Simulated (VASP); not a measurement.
# MgO: single point with LDA

The system is MgO.

```
Mg O
1.0
     5.52307    0.00000    0.00000
     0.00000    5.52307    0.00000
     0.00000    0.00000    5.52307
Mg O
6 6
Cartesian
  1.3808 0.0450 2.7615
  0.0000 2.7166 1.3808
  2.7615 4.1423 0.0000
  4.1423 0.0450 2.7615
  0.0000 2.7166 4.1423
  2.7615 1.3808 0.0000
  1.3808 2.9279 0.0000
  2.7615 -0.1664 1.3808
  0.0000 4.1423 2.7615
  4.1423 2.9279 0.0000
  2.7615 -0.1664 4.1423
  0.0000 1.3808 2.7615
```

This cell differs from its parent crystal: atoms displaced along a vibrational mode.

| Item | Value |
| --- | --- |
| Program | VASP 6.6.1 |
| Task | single point |
| Functional | LDA |
| Potentials or basis | VASP PAW LDA potentials, release 64 (Mg, O) |
| Cutoff | 520 eV |
| k mesh | 4 × 4 × 4 |
| Occupations | gaussian, width 0.05 eV |
| Spin | no spin polarisation |
| Dipole correction | no |
| Further INCAR settings | ALGO = Normal; EDIFF = 1e-06; NBANDS = 36 |

```
Pressure               : 0.2 GPa
Largest force          : 2.568 eV/Å
Band gap on the k mesh : 2.61 eV
```

Forces in eV/Å, atoms in the order of the input:
```
Mg   0.109 -1.399  0.000
Mg   0.000  1.399 -0.109
Mg   0.000  0.000  0.000
Mg  -0.109 -1.399  0.000
Mg   0.000  1.399  0.109
Mg   0.000  0.000  0.000
O   -0.631 -2.490  0.000
O    0.000  2.490  0.631
O    0.000  0.000  0.000
O    0.631 -2.490  0.000
O    0.000  2.490 -0.631
O    0.000  0.000  0.000
```

Stress tensor (GPa, compression positive):
```
 0.54  0.00  0.00
 0.00 -0.46  0.00
 0.00  0.00  0.54
```

Levels at points of the mesh, in eV from the valence-band top:
| k point | band 20 | band 21 | band 22 | band 23 | band 24 | band 25 | band 26 | band 27 | band 28 | band 29 |
| --- | --- | --- | --- | --- | --- | --- | --- | --- | --- | --- |
| (0.00, 0.00, 0.00) | -0.50 | -0.50 | -0.03 | 0.00 | 0.00 | 2.61 | 5.57 | 7.52 | 7.52 | 7.92 |
| (0.50, 0.00, 0.00) | -0.80 | -0.58 | -0.35 | -0.03 | -0.01 | 4.42 | 4.46 | 7.35 | 7.37 | 7.46 |
| (0.00, 0.50, 0.00) | -0.83 | -0.46 | -0.46 | 0.00 | 0.00 | 4.20 | 4.94 | 7.06 | 7.43 | 7.43 |
| (0.50, 0.50, 0.00) | -0.76 | -0.66 | -0.61 | -0.26 | 0.00 | 4.85 | 5.33 | 6.38 | 6.76 | 7.48 |
| (0.50, 0.00, 0.50) | -0.86 | -0.56 | -0.38 | -0.38 | -0.01 | 5.34 | 5.37 | 5.37 | 6.37 | 8.63 |
| (0.50, 0.50, 0.50) | -0.86 | -0.86 | -0.85 | -0.52 | -0.52 | 5.72 | 5.72 | 6.42 | 6.67 | 7.78 |

Run time: 2.8 min on 1 thread of Intel Xeon 8259CL (shared host), peak memory 0.26 GiB.

Caveat: the cell differs from its parent crystal (atoms displaced along a vibrational mode); forces of over 1 eV/Å act on the atoms, so gaps and moduli don't describe the material at rest.
